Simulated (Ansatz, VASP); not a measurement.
## One calculation of H3CCl, two programs

```xyz
30
Lattice="8.2031 0.0000 0.0000 0.0000 8.2031 0.0000 0.0000 0.0000 8.2031" Properties=species:S:1:pos:R:3 pbc="T T T"
C     0.5898    4.4149    3.0559
C     5.9435    6.1388    3.3525
C     4.0286    0.7577    5.8212
C     3.7451    5.6590    7.4678
C     6.0643    2.5050    1.6299
C     7.8753    0.8961    6.1539
Cl    0.5381    4.4329    4.8367
Cl    7.0011    7.4652    2.7759
Cl    4.0188    0.7612    7.6039
Cl    3.5831    4.0407    6.7383
Cl    4.8845    2.1120    2.9126
Cl    8.7314   -0.4022    7.0240
H     0.6009    5.4474    2.6964
H     1.4777    3.8764    2.7223
H    -0.3020    3.9024    2.6959
H     6.5107    5.2143    3.2446
H     5.6962    6.2931    4.4050
H     5.0389    6.1050    2.7404
H     4.0116    1.7943    5.4820
H     4.9413    0.2721    5.4705
H     3.1441    0.2242    5.4623
H     2.8655    5.8620    8.0820
H     4.6500    5.6745    8.0793
H     3.8178    6.4016    6.6720
H     7.0059    1.9765    1.8193
H     5.6480    2.2060    0.6662
H     6.2180    3.5863    1.6515
H     8.5820    1.6963    5.9247
H     7.4654    0.4816    5.2300
H     7.0722    1.2732    6.7915
```

Alike in both runs: functional PBE; dispersion D3(BJ); k mesh 1 × 1 × 1; occupations fermi-dirac, width 0.05 eV; no spin polarisation.

Ansatz relaxed the structure, and its values are those at the end. VASP's run is a single point on that final structure, the one shown.

|  | VASP | Ansatz |
| --- | --- | --- |
| version | VASP 6.6.1 | Ansatz 0.2.0 |
| potentials or method | VASP PAW PBE potentials, release 64 (C, Cl, H), cutoff 520 eV | scalar-relativistic, plane waves, PAW |
| valence electrons in the cell | 84 | 84 |

Ansatz gave:

```
gap on the k mesh at the Fermi level (eV) : 5.39
rms of the force components (eV/Å)        : 0.060
```

Question: Which values does VASP return?

Answer: gap on the k mesh at the Fermi level (eV): 5.40; rms of the force components (eV/Å): 0.055.

Ansatz's warnings: xc potential rough in thin density.
